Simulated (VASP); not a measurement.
Here is a VASP 6.6.1 calculation.

INCAR

```
ALGO = Normal
EDIFF = 1E-6
ENCUT = 500
GGA = PE
GGA_COMPAT = False
ISIF = 2
ISMEAR = 0
LASPH = True
LCHARG = True
LELF = True
LREAL = False
LVHAR = True
LWAVE = False
NBANDS = 28
NELM = 120
PREC = Accurate
SIGMA = 0.1
```

KPOINTS

```
k-points
0
Gamma
  8 8 8
```

The input POSCAR:

```
Ba
1.0
   -4.1528835203      4.1528835203      3.6267074525
    4.1528835203     -4.1528835203      3.6267074525
    4.1528835203      4.1528835203     -3.6267074525
Ba
4
Direct
    0.8232769934      0.6767230066      0.5000000000
    0.1767230066      0.3232769934      0.5000000000
    0.3232769934      0.8232769934      0.1465539868
    0.6767230066      0.1767230066      0.8534460132
```

Potentials or basis: VASP PAW PBE potentials, release 64 (Ba_sv).

Run with:

```bash
$ cat potpaw_PBE.64/Ba_sv/POTCAR > POTCAR
$ mpirun -np 1 vasp_std > vasp.out
```

(1) What does it give for the band gap on the k mesh?

(2) Predict the pressure.

(3) Predict the largest force.

Results:

(1) zero (bands 20 and 21 overlap by 0.28 eV).

(2) 0.4 GPa.

(3) 0.065 eV/Å.

Caveat: the cell differs from its parent crystal (strained); spin-orbit coupling is left out, which moves the levels of the heavy elements.
